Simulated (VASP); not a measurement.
# TaPb (P4/mmm) in VASP: relaxation of cell and atoms with PBE

Aim: the relaxation of cell and atoms of TaPb with PBE.

Program: VASP 6.6.1. These are calculated values, not measurements. Logs are shortened: lines on timing, memory, paths and dates and some standing lists are left out, and cuts for length are marked.

**1. The cell of the first run**

Symmetry: P4/mmm, No. 123, tetragonal system. The conventional cell has a = 3.361 Å, b = 3.361 Å, c = 4.405 Å, α = 90.00°, β = 90.00°, γ = 90.00°. Ta (site symmetry 4/mmm) has 8 Pb at 3.24 Å and 6 Ta at 3.36 to 4.40 Å within 4.5 Å. Pb (site symmetry 4/mmm) has 8 Ta at 3.24 Å and 6 Pb at 3.36 to 4.40 Å within 4.5 Å.

**2. Relaxation of cell and atoms, PBE**

INCAR

```
PREC = Accurate
ENCUT = 500
EDIFF = 1E-7
ISMEAR = 0
SIGMA = 0.1
LREAL = F
LASPH = T
NELM = 120
ALGO = Normal
ISIF = 3
LWAVE = F
LCHARG = F
GGA = PE
IBRION = 2
NSW = 90
EDIFFG = -0.04
GGA_COMPAT = F
NELMIN = 4
```

KPOINTS

```
Automatic mesh
0
Gamma
  6 6 4
```

POSCAR

```
TaPb
1.0
    3.3605235751      0.0000000000      0.0000000000
    0.0000000000      3.3605235751      0.0000000000
    0.0000000000      0.0000000000      4.4046862573
Ta Pb
1 1
Direct
    0.5000000000      0.5000000000      0.5000000000
    0.0000000000      0.0000000000      0.0000000000
```

Potentials or basis: VASP PAW PBE potentials, release 64 (Ta_sv_GW, Pb_d).

On the command line:

```sh
$ cat potpaw_PBE.64/Ta_sv_GW/POTCAR potpaw_PBE.64/Pb_d/POTCAR > POTCAR
$ mpirun -np 1 vasp_std > vasp.out
```

OUTCAR:

```text
PREC = Accurate
   ENCUT = 500
   EDIFF = 1E-7
   ISMEAR = 0
   LREAL = F
   LASPH = T
   NELM = 120
   ISIF = 3
   GGA = PE
   IBRION = 2
   NSW = 90
   EDIFFG = -0.04
   NELMIN = 4

 ion  position               nearest neighbor table
   1  0.500  0.500  0.500-   2 3.24   2 3.24   2 3.24   2 3.24   2 3.24   2 3.24   2 3.24   2 3.24

   2  0.000  0.000  0.000-   1 3.24   1 3.24   1 3.24   1 3.24   1 3.24   1 3.24   1 3.24   1 3.24

  LATTYP: Found a simple tetragonal cell.
 ALAT       =     3.3605235751
 C/A-ratio  =     1.3107142857

  Lattice vectors:

 A1 = (   3.3605235751,   0.0000000000,   0.0000000000)
 A2 = (   0.0000000000,   3.3605235751,   0.0000000000)
 A3 = (   0.0000000000,   0.0000000000,   4.4046862573)

Analysis of symmetry for initial positions (statically):
=====================================================================
 Subroutine PRICEL returns:
 Original cell was already a primitive cell.

 Routine SETGRP: Setting up the symmetry group for a
 simple tetragonal supercell.

 Subroutine GETGRP returns: Found 16 space group operations
 (whereof 16 operations were pure point group operations)
 out of a pool of 16 trial point group operations.

The static configuration has the point symmetry D_4h.

Analysis of symmetry for dynamics (positions and initial velocities):
=====================================================================
 Subroutine PRICEL returns:
 Original cell was already a primitive cell.

 Routine SETGRP: Setting up the symmetry group for a
 simple tetragonal supercell.

 Subroutine GETGRP returns: Found 16 space group operations
 (whereof 16 operations were pure point group operations)
 out of a pool of 16 trial point group operations.

The dynamic configuration has the point symmetry D_4h.

 Subroutine INISYM returns: Found 16 space group operations
 (whereof 16 operations are pure point group operations),
 and found     1 'primitive' translations

----------------------------------------------------------------------------------------

                                     Primitive cell

  volume of cell :      49.7426

  direct lattice vectors                    reciprocal lattice vectors
     3.360523575  0.000000000  0.000000000     0.297572678  0.000000000  0.000000000
     0.000000000  3.360523575  0.000000000     0.000000000  0.297572678  0.000000000
     0.000000000  0.000000000  4.404686257     0.000000000  0.000000000  0.227030926

  length of vectors
     3.360523575  3.360523575  4.404686257     0.297572678  0.297572678  0.227030926

  position of ions in fractional coordinates (direct lattice)
     0.500000000  0.500000000  0.500000000
     0.000000000  0.000000000  0.000000000

  ion indices of the primitive-cell ions
   primitive index   ion index
                 1           1
                 2           2

----------------------------------------------------------------------------------------

 KPOINTS: Automatic mesh

Automatic generation of k-mesh.
 Grid dimensions read from file:
 generate k-points for:    6    6    4

 Generating k-lattice:

  Cartesian coordinates                     Fractional coordinates (reciprocal lattice)
     0.049595446  0.000000000  0.000000000     0.166666667  0.000000000  0.000000000
     0.000000000  0.049595446  0.000000000     0.000000000  0.166666667  0.000000000
     0.000000000  0.000000000  0.056757732     0.000000000  0.000000000  0.250000000

  Length of vectors
     0.049595446  0.049595446  0.056757732

  Shift w.r.t. Gamma in fractional coordinates (k-lattice)
     0.000000000  0.000000000  0.000000000

 Subroutine IBZKPT returns following result:
 ===========================================

 Found     30 irreducible k-points:

 Following reciprocal coordinates:
            Coordinates               Weight
  0.000000  0.000000  0.000000      1.000000
  0.166667  0.000000  0.000000      4.000000
  0.333333  0.000000  0.000000      4.000000
  0.500000  0.000000  0.000000      2.000000
  0.166667  0.166667  0.000000      4.000000
  0.333333  0.166667  0.000000      8.000000
[... 16 lines left out ...]
  0.333333  0.000000  0.500000      4.000000
  0.500000  0.000000  0.500000      2.000000
 [... further k-points ...]
   k-points           NKPTS =     30   k-points in BZ     NKDIM =     30   number of bands    NBANDS=     17
   number of dos      NEDOS =    301   number of ions     NIONS =      2
   total plane-waves  NPLWV =  25088
   dimension x,y,z NGX =    28 NGY =   28 NGZ =   32
   dimension x,y,z NGXF=    56 NGYF=   56 NGZF=   64
   ions per type =               1   1
   NGX,Y,Z   is equivalent  to a cutoff of  13.85, 13.85, 12.08 a.u.
   NGXF,Y,Z  is equivalent  to a cutoff of  27.70, 27.70, 24.16 a.u.
 SYSTEM =  unknown system
   PREC   = accura    normal or accurate (medium, high low for compatibility)
   ISTART =      0    job   : 0-new  1-cont  2-samecut
   ICHARG =      2    charge: 1-file 2-atom 10-const
   ISPIN  =      1    spin polarized calculation?
   LNONCOLLINEAR =      F non collinear calculations
   LSORBIT =      F    spin-orbit coupling
   LASPH  =      T    aspherical Exc in radial PAW
   ENCUT  =  500.0 eV  36.75 Ry    6.06 a.u.   6.13  6.13  8.03*2*pi/ulx,y,z
   NELM   =    120;   NELMIN=  4; NELMDL= -5     # of ELM steps
   EDIFF  = 0.1E-06   stopping-criterion for ELM
   LREAL  =      F    real-space projection
   EDIFFG = -.4E-01   stopping-criterion for IOM
   NSW    =     90    number of steps for IOM
   IBRION =      2    ionic relax: 0-MD 1-quasi-New 2-CG
   NFREE  =      1    steps in history (QN), initial steepest desc. (CG)
   ISIF   =      3    stress and relaxation
   ISYM   =      2    0-nonsym 1-usesym 2-fastsym
   POTIM  = 0.5000    time-step for ionic-motion
   TEBEG  =    0.0;   TEEND  =   0.0 temperature during run
   PSTRESS=    0.0 pullay stress
   NELECT =      27.0000    total number of electrons
   NUPDOWN=      -1.0000    fix difference up-down
   EMIN   =  10.00;   EMAX   =-10.00  energy-range for DOS
   EFERMI =   0.00;   METHOD = LEGACY
   ISMEAR =     0;   SIGMA  =   0.10  broadening in eV -4-tet -1-fermi 0-gaus
   EFERMI_NEDOS =   21; number of points for ismear=-14 and -15
   IALGO  =     38    algorithm
   IMIX   =      4    mixing-type and parameters
     AMIX     =   0.40;   BMIX     =  1.00
     AMIX_MAG =   1.60;   BMIX_MAG =  1.00
  volume/ion in A,a.u.               =      24.87       167.84
  Fermi-wavevector in a.u.,A,eV,Ry     =   1.335426  2.523589 24.264118  1.783362
  Thomas-Fermi vector in A             =   2.464131
   LORBIT       =      0    0 simple, 1 ext, 2 COOP (PROOUT), +10 PAW based schemes
   GGA     = PE    functional components
   LHFCALC =     F    Hartree Fock is set to
   AEXX    =    0.0000 exact exchange contribution
   IVDW    =     0    specifies the selected vdW correction
   LEPSILON=     F    determine dielectric tensor
   LRPA    =     F    only Hartree local field effects (RPA)
 conjugate gradient relaxation of ions
 non-spin polarized calculation
 Gauss-broadening in eV      SIGMA  =   0.10
  energy-cutoff  :      500.00
  volume of cell :       49.74
 maximum number of plane-waves:      1284
 NGX is ok and might be reduce to    28
   NGX = 13   NGY = 13   NGZ = 17

--------------------------------------- Ionic step        1  -------------------------------------------

 number of electron      26.9999999 magnetization

 Free energy of the ion-electron system (eV)
  ---------------------------------------------------
  ext. energy  EPLUGINS =         0.00000000
  ---------------------------------------------------
  free energy    TOTEN  =       -15.98693466 eV

  energy without entropy =      -15.98015376  energy(sigma->0) =      -15.98354421

------------------------ aborting loop because EDIFF is reached ----------------------------------------

  FORCE on cell =-STRESS in cart. coord.  units (eV):
  Direction    XX          YY          ZZ          XY          YZ          ZX
  --------------------------------------------------------------------------------------
  -------------------------------------------------------------------------------------
  Total       -3.4076452     -3.4076452     -3.8526065      0.0000000      0.0000000     -0.0000000
  in kB     -109.7579730   -109.7579730   -124.0898804      0.0000000      0.0000000     -0.0000000
  external PRESSURE =    -114.5352755 kB  Pullay stress =       0.0000000 kB
[... 89 lines left out ...]
  FREE ENERGIE OF THE ION-ELECTRON SYSTEM (eV)
  ---------------------------------------------------
  free  energy   TOTEN  =       -16.2515496958 eV

  energy  without entropy=      -16.2462953844  energy(sigma->0) =      -16.24892254

[... ionic steps 4 to 9 ...]

--------------------------------------- Ionic step       10  -------------------------------------------

 number of electron      27.0000001 magnetization

------------------------ aborting loop because EDIFF is reached ----------------------------------------

  FORCE on cell =-STRESS in cart. coord.  units (eV):
  Direction    XX          YY          ZZ          XY          YZ          ZX
  --------------------------------------------------------------------------------------
  -------------------------------------------------------------------------------------
  Total        0.6195177      0.6195177      0.3354594      0.0000000      0.0000000     -0.0000000
  in kB       23.6392058     23.6392058     12.8002681      0.0000000      0.0000000     -0.0000000
  external PRESSURE =      20.0262266 kB  Pullay stress =       0.0000000 kB
[... 21 lines left out ...]
  energy  without entropy=      -16.3234156394  energy(sigma->0) =      -16.32536529

--------------------------------------- Ionic step       11  -------------------------------------------

 number of electron      26.9999999 magnetization

 E-fermi :   9.8768     XC(G=0): -11.8665

 val. band max:        9.7975821527   @ k =   0.1667   0.1667   0.5000
 cond. band min:       9.8869374075   @ k =   0.5000   0.0000   0.2500
 fundamental gap:      0.0893552548
 Fermi energy:         9.8767681100

 k-point     1 :       0.0000    0.0000    0.0000
  band No.  band energies     occupation
      1     -58.7386      2.00000
      2     -25.1447      2.00000
      3     -25.0707      2.00000
      4     -25.0707      2.00000
      5      -7.0520      2.00000
      6      -6.9489      2.00000
[... 9 lines left out ...]
     16      11.9044      0.00000
     17      12.6519      0.00000
[... 493 lines left out ...]
  energy  without entropy=      -16.2977435057  energy(sigma->0) =      -16.29966162

--------------------------------------- Ionic step       12  -------------------------------------------

 number of electron      27.0000002 magnetization

 Free energy of the ion-electron system (eV)
  ---------------------------------------------------
  ext. energy  EPLUGINS =         0.00000000
  ---------------------------------------------------
  free energy    TOTEN  =       -16.33210863 eV

  energy without entropy =      -16.32842044  energy(sigma->0) =      -16.33026453

 E-fermi :  10.4613     XC(G=0): -12.0686

 val. band max:       10.3601385023   @ k =   0.1667   0.1667   0.5000
 cond. band min:      10.4808689592   @ k =   0.5000   0.0000   0.2500
 fundamental gap:      0.1207304568
 Fermi energy:        10.4613242101

 k-point     1 :       0.0000    0.0000    0.0000
  band No.  band energies     occupation
      1     -58.1436      2.00000
      2     -24.5850      2.00000
      3     -24.4670      2.00000
      4     -24.4670      2.00000
      5      -6.6456      2.00000
      6      -6.5136      2.00000
[... 9 lines left out ...]
     16      12.6268      0.00000
     17      13.4432      0.00000
[... 489 lines left out ...]
  FREE ENERGIE OF THE ION-ELECTRON SYSTEM (eV)
  ---------------------------------------------------
  free  energy   TOTEN  =       -16.3321086291 eV

  energy  without entropy=      -16.3284204352  energy(sigma->0) =      -16.33026453

 reached required accuracy - stopping structural energy minimisation
```

Run time: 2.9 min. Hardware: 1 thread of Intel Xeon Platinum 8488C (Sapphire Rapids), shared host; peak memory 0.2 GiB.

What came out:

```yaml
Free_energy: -16.3321 eV
Relaxed_volume: 21.32 Å³/atom
Relaxed_cell: a = 3.365 Å, b = 3.365 Å, c = 3.765 Å, α = 90.00°, β = 90.00°, γ = 90.00°
Space_group_after_relaxing_to_0.1_Å: P4/mmm (No. 123)
Energy_gained_by_relaxing: 172.6 meV/atom
Ionic_steps: 12
Pressure_after_relaxing: 0.0 GPa
Band_gap_on_the_k_mesh: zero (an odd number of electrons rules out a gap without spin polarisation)
```

The path:
| step | energy change (eV) | largest force (eV/Å) | pressure (GPa) | volume (Å³) |
| --- | --- | --- | --- | --- |
| 1 | 0.0000 | 0.0000 | -11.45 | 49.74 |
| 2 | 0.0363 | 0.0000 | 21.02 | 38.01 |
| 3 | -0.2646 | 0.0000 | -0.24 | 43.44 |
| 4 | -0.2648 | 0.0000 | 0.09 | 43.32 |
| 5 | -0.2915 | 0.0000 | 0.28 | 43.07 |
| 6 | -0.3377 | 0.0000 | 1.64 | 42.16 |
| 7 | -0.2065 | 0.0000 | 9.69 | 39.57 |
| 8 | -0.2666 | 0.0000 | 5.38 | 40.81 |
| 9 | -0.3263 | 0.0000 | 3.17 | 41.54 |
| 10 | -0.3404 | 0.0000 | 2.00 | 41.99 |
| 11 | -0.3146 | 0.0000 | -4.48 | 44.29 |
| 12 | -0.3452 | 0.0000 | -0.05 | 42.64 |

Final structure:
```xyz
2
Lattice="3.3651 0.0000 0.0000 0.0000 3.3651 0.0000 0.0000 0.0000 3.7651" Properties=species:S:1:pos:R:3 pbc="T T T"
Ta    1.6826    1.6826    1.8826
Pb    0.0000    0.0000    3.7651
```

Caveat: spin-orbit coupling is left out, which moves the levels of the heavy elements.

The gap in the log of VASP goes by the Fermi energy; the results here count the filled bands.